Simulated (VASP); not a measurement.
# ZnSe (F-43m) in VASP: further runs

ZnSe is run at these levels: LDA; tasks: single point, relaxation of cell and atoms.

Program: VASP 6.6.1. These are calculated values, not measurements. Logs are shortened: lines on timing, memory, paths and dates and some standing lists are left out, and cuts for length are marked.

## 1. The cell of the first run

Symmetry: F-43m, No. 216, cubic system. The conventional cell has a = 5.183 Å, b = 5.183 Å, c = 5.183 Å, α = 90.00°, β = 90.00°, γ = 90.00°. Zn (site symmetry -43m) has 4 Se at 2.24 Å within 3.0 Å. Se (site symmetry -43m) has 4 Zn at 2.24 Å within 3.0 Å.

## 2. Single point, LDA

Contents of INCAR:

```
PREC = Accurate ; ENCUT = 520
EDIFF = 1E-6 ; ISMEAR = 0
SIGMA = 0.01 ; LREAL = F
LASPH = T ; NELM = 60
ALGO = Normal ; ISIF = 2
LWAVE = F ; LCHARG = T
LELF = T ; LVHAR = T
NBANDS = 16
```

Contents of KPOINTS:

```
regular mesh
0
Gamma
  8 8 8
```

Contents of POSCAR:

```
ZnSe
1.0
    0.0000000000      2.5916898712      2.5916898712
    2.5916898712      0.0000000000      2.5916898712
    2.5916898712      2.5916898712      0.0000000000
Zn Se
1 1
Direct
    0.0000000000      0.0000000000      0.0000000000
    0.7500000000      0.7500000000      0.7500000000
```

Potentials or basis: VASP PAW LDA potentials, release 64 (Zn, Se).

The run is started by

```bash
$ cat potpaw_LDA.64/Zn/POTCAR potpaw_LDA.64/Se/POTCAR > POTCAR
$ mpirun -np 1 vasp_std > vasp.out
```

OUTCAR:

```text
PREC = Accurate
   ENCUT = 520
   EDIFF = 1E-6
   ISMEAR = 0
   LREAL = F
   LASPH = T
   NELM = 60
   ISIF = 2

 ion  position               nearest neighbor table
   1  0.000  0.000  0.000-   2 2.24   2 2.24   2 2.24   2 2.24
   2  0.750  0.750  0.750-   1 2.24   1 2.24   1 2.24   1 2.24

  LATTYP: Found a face centered cubic cell.
 ALAT       =     5.1833797424

  Lattice vectors:

 A1 = (   0.0000000000,   2.5916898712,   2.5916898712)
 A2 = (   2.5916898712,   0.0000000000,   2.5916898712)
 A3 = (   2.5916898712,   2.5916898712,   0.0000000000)

Analysis of symmetry for initial positions (statically):
=====================================================================
 Subroutine PRICEL returns:
 Original cell was already a primitive cell.

 Routine SETGRP: Setting up the symmetry group for a
 face centered cubic supercell.

 Subroutine GETGRP returns: Found 24 space group operations
 (whereof 24 operations were pure point group operations)
 out of a pool of 48 trial point group operations.

The static configuration has the point symmetry T_d .

Analysis of symmetry for dynamics (positions and initial velocities):
=====================================================================
 Subroutine PRICEL returns:
 Original cell was already a primitive cell.

 Routine SETGRP: Setting up the symmetry group for a
 face centered cubic supercell.

 Subroutine GETGRP returns: Found 24 space group operations
 (whereof 24 operations were pure point group operations)
 out of a pool of 48 trial point group operations.

The dynamic configuration has the point symmetry T_d .

 Subroutine INISYM returns: Found 24 space group operations
 (whereof 24 operations are pure point group operations),
 and found     1 'primitive' translations

----------------------------------------------------------------------------------------

                                     Primitive cell

  volume of cell :      34.8160

  direct lattice vectors                    reciprocal lattice vectors
     0.000000000  2.591689871  2.591689871    -0.192924318  0.192924318  0.192924318
     2.591689871  0.000000000  2.591689871     0.192924318 -0.192924318  0.192924318
     2.591689871  2.591689871  0.000000000     0.192924318  0.192924318 -0.192924318

  length of vectors
     3.665202965  3.665202965  3.665202965     0.334154720  0.334154720  0.334154720

  position of ions in fractional coordinates (direct lattice)
     0.000000000  0.000000000  0.000000000
     0.750000000  0.750000000  0.750000000

  ion indices of the primitive-cell ions
   primitive index   ion index
                 1           1
                 2           2

----------------------------------------------------------------------------------------

 KPOINTS: regular mesh

Automatic generation of k-mesh.
 Grid dimensions read from file:
 generate k-points for:    8    8    8

 Generating k-lattice:

  Cartesian coordinates                     Fractional coordinates (reciprocal lattice)
    -0.024115540  0.024115540  0.024115540     0.125000000  0.000000000  0.000000000
     0.024115540 -0.024115540  0.024115540     0.000000000  0.125000000  0.000000000
     0.024115540  0.024115540 -0.024115540     0.000000000  0.000000000  0.125000000

  Length of vectors
     0.041769340  0.041769340  0.041769340

  Shift w.r.t. Gamma in fractional coordinates (k-lattice)
     0.000000000  0.000000000  0.000000000

 Subroutine IBZKPT returns following result:
 ===========================================

 Found     29 irreducible k-points:

 Following reciprocal coordinates:
            Coordinates               Weight
  0.000000  0.000000  0.000000      1.000000
  0.125000  0.000000  0.000000      8.000000
  0.250000  0.000000  0.000000      8.000000
  0.375000  0.000000  0.000000      8.000000
  0.500000  0.000000  0.000000      4.000000
  0.125000  0.125000  0.000000      6.000000
[... 16 lines left out ...]
  0.500000  0.250000  0.125000     48.000000
 -0.375000  0.250000  0.125000     24.000000
 [... further k-points ...]
   k-points           NKPTS =     29   k-points in BZ     NKDIM =     29   number of bands    NBANDS=     16
   number of dos      NEDOS =    301   number of ions     NIONS =      2
   total plane-waves  NPLWV =  21952
   dimension x,y,z NGX =    28 NGY =   28 NGZ =   28
   dimension x,y,z NGXF=    56 NGYF=   56 NGZF=   56
   ions per type =               1   1
   NGX,Y,Z   is equivalent  to a cutoff of  12.70, 12.70, 12.70 a.u.
   NGXF,Y,Z  is equivalent  to a cutoff of  25.40, 25.40, 25.40 a.u.
 SYSTEM =  unknown system
   PREC   = accura    normal or accurate (medium, high low for compatibility)
   ISTART =      0    job   : 0-new  1-cont  2-samecut
   ICHARG =      2    charge: 1-file 2-atom 10-const
   ISPIN  =      1    spin polarized calculation?
   LNONCOLLINEAR =      F non collinear calculations
   LSORBIT =      F    spin-orbit coupling
   LASPH  =      T    aspherical Exc in radial PAW
   ENCUT  =  520.0 eV  38.22 Ry    6.18 a.u.   6.81  6.81  6.81*2*pi/ulx,y,z
   NELM   =     60;   NELMIN=  2; NELMDL= -5     # of ELM steps
   EDIFF  = 0.1E-05   stopping-criterion for ELM
   LREAL  =      F    real-space projection
   EDIFFG = 0.1E-04   stopping-criterion for IOM
   NSW    =      0    number of steps for IOM
   IBRION =     -1    ionic relax: 0-MD 1-quasi-New 2-CG
   NFREE  =      0    steps in history (QN), initial steepest desc. (CG)
   ISIF   =      2    stress and relaxation
   ISYM   =      2    0-nonsym 1-usesym 2-fastsym
   POTIM  = 0.5000    time-step for ionic-motion
   TEBEG  =    0.0;   TEEND  =   0.0 temperature during run
   PSTRESS=    0.0 pullay stress
   NELECT =      18.0000    total number of electrons
   NUPDOWN=      -1.0000    fix difference up-down
   EMIN   =  10.00;   EMAX   =-10.00  energy-range for DOS
   EFERMI =   0.00;   METHOD = LEGACY
   ISMEAR =     0;   SIGMA  =   0.01  broadening in eV -4-tet -1-fermi 0-gaus
   EFERMI_NEDOS =   21; number of points for ismear=-14 and -15
   IALGO  =     38    algorithm
   IMIX   =      4    mixing-type and parameters
     AMIX     =   0.40;   BMIX     =  1.00
     AMIX_MAG =   1.60;   BMIX_MAG =  1.00
  volume/ion in A,a.u.               =      17.41       117.48
  Fermi-wavevector in a.u.,A,eV,Ry     =   1.313931  2.482970 23.489306  1.726415
  Thomas-Fermi vector in A             =   2.444220
   LORBIT       =      0    0 simple, 1 ext, 2 COOP (PROOUT), +10 PAW based schemes
   GGA     = CA    functional components
   LHFCALC =     F    Hartree Fock is set to
   AEXX    =    0.0000 exact exchange contribution
   IVDW    =     0    specifies the selected vdW correction
   LEPSILON=     F    determine dielectric tensor
   LRPA    =     F    only Hartree local field effects (RPA)
 non-spin polarized calculation
 Gauss-broadening in eV      SIGMA  =   0.01
  energy-cutoff  :      520.00
  volume of cell :       34.82
 maximum number of plane-waves:       960
   NGX = 13   NGY = 13   NGZ = 13

 number of electron      17.9999987 magnetization

 Free energy of the ion-electron system (eV)
  ---------------------------------------------------
  ext. energy  EPLUGINS =         0.00000000
  ---------------------------------------------------
  free energy    TOTEN  =        -6.80793236 eV

  energy without entropy =       -6.80793236  energy(sigma->0) =       -6.80793236

 E-fermi :   4.4260     XC(G=0): -10.9423

 val. band max:        4.2816275890   @ k =   0.0000   0.0000   0.0000
 cond. band min:       6.3750929569   @ k =   0.5000   0.5000   0.0000
 fundamental gap:      2.0934653680
 Fermi energy:         4.4259991465

 k-point     1 :       0.0000    0.0000    0.0000
  band No.  band energies     occupation
      1     -11.1321      2.00000
      2      -3.7712      2.00000
      3      -3.7712      2.00000
      4      -3.7712      2.00000
      5      -3.1277      2.00000
      6      -3.1277      2.00000
[... 8 lines left out ...]
     15      16.3068      0.00000
     16      16.3068      0.00000

 k-point     2 :       0.1250    0.0000    0.0000
  band No.  band energies     occupation
      1     -10.9716      2.00000
      2      -3.7861      2.00000
      3      -3.7441      2.00000
      4      -3.7441      2.00000
      5      -3.1315      2.00000
      6      -3.1315      2.00000
[... 8 lines left out ...]
     15      15.1889      0.00000
     16      15.7760      0.00000

 k-point     3 :       0.2500    0.0000    0.0000
  band No.  band energies     occupation
      1     -10.5424      2.00000
      2      -3.7792      2.00000
      3      -3.6855      2.00000
      4      -3.6855      2.00000
      5      -3.1300      2.00000
      6      -3.1300      2.00000
[... 8 lines left out ...]
     15      14.9453      0.00000
     16      15.2050      0.00000

 k-point     4 :       0.3750    0.0000    0.0000
  band No.  band energies     occupation
      1     -10.0326      2.00000
      2      -3.6409      2.00000
      3      -3.6409      2.00000
      4      -3.5947      2.00000
      5      -3.1086      2.00000
      6      -3.1086      2.00000
[... 8 lines left out ...]
     15      16.4573      0.00000
     16      16.4573      0.00000

 k-point     5 :       0.5000    0.0000    0.0000
  band No.  band energies     occupation
      1      -9.7875      2.00000
      2      -3.6277      2.00000
      3      -3.6277      2.00000
      4      -3.0926      2.00000
      5      -3.0926      2.00000
      6      -3.0851      2.00000
[... 8 lines left out ...]
     15      18.4402      0.00000
     16      18.4402      0.00000

 k-point     6 :       0.1250    0.1250    0.0000
  band No.  band energies     occupation
      1     -10.9179      2.00000
      2      -3.8146      2.00000
      3      -3.7223      2.00000
      4      -3.7223      2.00000
      5      -3.1525      2.00000
      6      -3.1144      2.00000
[... 8 lines left out ...]
     15      16.5518      0.00000
     16      16.5601      0.00000
[... 267 lines left out ...]
 k-point    21 :       0.5000    0.5000    0.0000
  band No.  band energies     occupation
      1      -9.3186      2.00000
      2      -3.9838      2.00000
      3      -3.3225      2.00000
      4      -3.3225      2.00000
      5      -3.0367      2.00000
      6      -2.8405      2.00000
[... 8 lines left out ...]
     15      19.0587      0.00000
     16      19.9297      0.00000

 k-point    22 :       0.3750    0.2500    0.1250
  band No.  band energies     occupation
      1     -10.1984      2.00000
      2      -3.8251      2.00000
      3      -3.6114      2.00000
      4      -3.5787      2.00000
      5      -3.1666      2.00000
      6      -3.0818      2.00000
[... 8 lines left out ...]
     15      17.4908      0.00000
     16      19.0172      0.00000

 k-point    23 :       0.5000    0.2500    0.1250
  band No.  band energies     occupation
      1      -9.7636      2.00000
      2      -3.6919      2.00000
      3      -3.5831      2.00000
      4      -3.4476      2.00000
      5      -3.1176      2.00000
      6      -3.0467      2.00000
[... 8 lines left out ...]
     15      17.9486      0.00000
     16      18.9953      0.00000

 k-point    24 :      -0.3750    0.2500    0.1250
  band No.  band energies     occupation
      1      -9.5616      2.00000
      2      -3.6437      2.00000
      3      -3.5490      2.00000
      4      -3.2517      2.00000
      5      -3.1225      2.00000
      6      -2.7737      2.00000
[... 8 lines left out ...]
     15      17.7494      0.00000
     16      19.1070      0.00000

 [... further k-points ...]
[... 5 lines left out ...]
  --------------------------------------------------------------------------------------
  -------------------------------------------------------------------------------------
  Total        5.6153561      5.6153561      5.6153561      0.0000000     -0.0000000      0.0000000
  in kB      258.4096881    258.4096881    258.4096881      0.0000000     -0.0000000      0.0000000
  external PRESSURE =     258.4096881 kB  Pullay stress =       0.0000000 kB

 VOLUME and BASIS-vectors are now :
 -----------------------------------------------------------------------------
  energy-cutoff  :      520.00
  volume of cell :       34.82
      direct lattice vectors                 reciprocal lattice vectors
     0.000000000  2.591689871  2.591689871    -0.192924318  0.192924318  0.192924318
     2.591689871  0.000000000  2.591689871     0.192924318 -0.192924318  0.192924318
     2.591689871  2.591689871  0.000000000     0.192924318  0.192924318 -0.192924318

 POSITION                                       TOTAL-FORCE (eV/Angst)
 -----------------------------------------------------------------------------------
      0.00000      0.00000      0.00000        -0.000000     -0.000000     -0.000000
      3.88753      3.88753      3.88753         0.000000      0.000000      0.000000
 -----------------------------------------------------------------------------------
    total drift:                               -0.000001     -0.000001     -0.000001

  FREE ENERGIE OF THE ION-ELECTRON SYSTEM (eV)
  ---------------------------------------------------
  free  energy   TOTEN  =        -6.8079323583 eV

  energy  without entropy=       -6.8079323583  energy(sigma->0) =       -6.80793236
```

Wall time 6.7 s (1 thread of Intel Xeon 6975P-C (Granite Rapids), shared host); peak memory 0.14 GiB.

What came out:

| Item | Value |
| --- | --- |
| Free energy | -6.8079 eV |
| Pressure | 25.8 GPa |
| Band gap on the k mesh | 2.09 eV, indirect (least direct gap 2.27 eV) |

Levels at points of the mesh, in eV from the valence-band top:
| k point | band 6 | band 7 | band 8 | band 9 | band 10 | band 11 | band 12 | band 13 |
| --- | --- | --- | --- | --- | --- | --- | --- | --- |
| (0.00, 0.00, 0.00) | -7.41 | 0.00 | 0.00 | 0.00 | 2.27 | 5.50 | 5.50 | 5.50 |
| (0.50, 0.00, 0.00) | -7.37 | -7.08 | -1.35 | -1.35 | 2.83 | 6.11 | 6.11 | 8.76 |
| (0.50, 0.50, 0.00) | -7.12 | -6.12 | -3.36 | -3.36 | 2.09 | 3.07 | 12.84 | 13.04 |

A k mesh can miss the band edges. Expect the measured gap to be larger: semilocal functionals such as LDA lack the derivative discontinuity.

## 3. Relaxation of cell and atoms, LDA, target pressure 25 GPa, at which the enthalpy is minimised

This run uses another cell than the first one, of 21.57 Å³/atom, 1.239 times its volume.

Contents of INCAR:

```
  ALGO = Normal
  EDIFF = 1E-7
  EDIFFG = -0.001
  ENCUT = 600
  GGA = CA
  IBRION = 2
  ISIF = 3
  ISMEAR = 0
  LASPH = T
  LCHARG = F
  LREAL = F
  LWAVE = F
  NELM = 100
  NSW = 80
  PREC = Accurate
  PSTRESS = 250.0
  SIGMA = 0.01
```

Contents of KPOINTS:

```
k-points
0
Gamma
  8 8 8
```

Contents of POSCAR:

```
ZnSe
1.0
    0.0000000000      2.7837680022      2.7837680022
    2.7837680022      0.0000000000      2.7837680022
    2.7837680022      2.7837680022      0.0000000000
Zn Se
1 1
Direct
    0.0000000000      0.0000000000      0.0000000000
    0.7500000000      0.7500000000      0.7500000000
```

Potentials or basis: VASP PAW LDA potentials, release 64 (Zn, Se).

The run is started by

```bash
$ cat potpaw_LDA.64/Zn/POTCAR potpaw_LDA.64/Se/POTCAR > POTCAR
$ mpirun -np 1 vasp_std > vasp.out
```

Wall time 32 s (1 thread of Intel Xeon 6975P-C (Granite Rapids), shared host); peak memory 0.17 GiB.

The run converged. Its results:

* Free energy: -6.8375 eV
* Relaxed volume: 17.50 Å³/atom
* Relaxed cell: a = 3.671 Å, b = 3.671 Å, c = 3.671 Å, α = 60.00°, β = 60.00°, γ = 60.00°
* Space group after relaxing (to 0.05 Å): F-43m (No. 216)
* Energy change on relaxing (the enthalpy is what falls): +267.1 meV/atom
* Ionic steps: 7
* Pressure after relaxing: 25.0 GPa
* Band gap on the k mesh: 2.11 eV, indirect (least direct gap 2.24 eV)

Step by step:
| step | energy change (eV) | largest force (eV/Å) | pressure (GPa) | volume (Å³) |
| --- | --- | --- | --- | --- |
| 1 | 0.0000 | 0.0000 | 0.33 | 43.14 |
| 2 | 4.2945 | 0.0000 | 125.84 | 25.55 |
| 3 | 0.4415 | 0.0000 | 21.95 | 35.62 |
| 4 | 0.5065 | 0.0000 | 24.10 | 35.17 |
| 5 | 0.5345 | 0.0000 | 25.02 | 34.99 |
| 6 | 0.5329 | 0.0000 | 24.93 | 35.00 |
| 7 | 0.5342 | 0.0000 | 24.99 | 34.99 |

Final structure:
```
Zn Se
1.0
     0.00000    2.59604    2.59604
     2.59604    0.00000    2.59604
     2.59604    2.59604    0.00000
Zn Se
1 1
Cartesian
  0.0000 0.0000 0.0000
  3.8941 3.8941 3.8941
```

Levels at points of the mesh, in eV from the valence-band top:
| k point | band 5 | band 6 | band 7 | band 8 | band 9 | band 10 | band 11 | band 12 | band 13 |
| --- | --- | --- | --- | --- | --- | --- | --- | --- | --- |
| (0.00, 0.00, 0.00) | -7.38 | -7.38 | 0.00 | 0.00 | 0.00 | 2.24 | 5.50 | 5.50 | 5.50 |
| (0.50, 0.00, 0.00) | -7.35 | -7.32 | -7.06 | -1.34 | -1.34 | 2.82 | 6.12 | 6.12 | 8.76 |
| (0.50, 0.50, 0.00) | -7.29 | -7.10 | -6.09 | -3.33 | -3.33 | 2.11 | 3.08 | 12.79 | 13.00 |

Caveat: the cell is relaxed towards a set pressure, so the enthalpy falls and the energy may rise; the volume moved by over 15 % at a fixed basis, so the end points are rough. A k mesh can miss the band edges.
